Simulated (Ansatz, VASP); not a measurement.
**Two plane-wave programs on TePb**

```
CELL_PARAMETERS angstrom
0.00000 3.64149 3.64149
3.64149 0.00000 3.64149
3.64149 3.64149 0.00000
ATOMIC_POSITIONS crystal
Pb 0.00000 0.00000 0.00000
Te 0.25000 0.25000 0.25000
```

Alike in both runs: task single point; functional PBE-based screened hybrid; k mesh 4 × 4 × 4; no spin polarisation.

```csv
,VASP,Ansatz
version,VASP 6.6.1,Ansatz 0.2.0
potentials or method,"VASP PAW PBE potentials, release 64 (Pb_d, Te)",plane waves
plane-wave cutoff (eV),520,420
occupations,"gaussian, width 0.01 eV",fixed
valence electrons in the cell,20,30
```

```tsv
	VASP	Ansatz	Ansatz less VASP
gap on the k mesh at the Fermi level (eV)	0.77	0.79	+0.022
pressure (GPa)	-0.2	0.0	+0.18
```

VASP's potentials were made for PBE, not for PBE-based screened hybrid. VASP's potentials hold 20 valence electrons a cell and Ansatz's 30, so a difference there can come from the potentials and not from the codes. Ansatz's warnings: stress exchange threshold loose, stress scf threshold loose.

Neither program's run includes spin-orbit coupling.
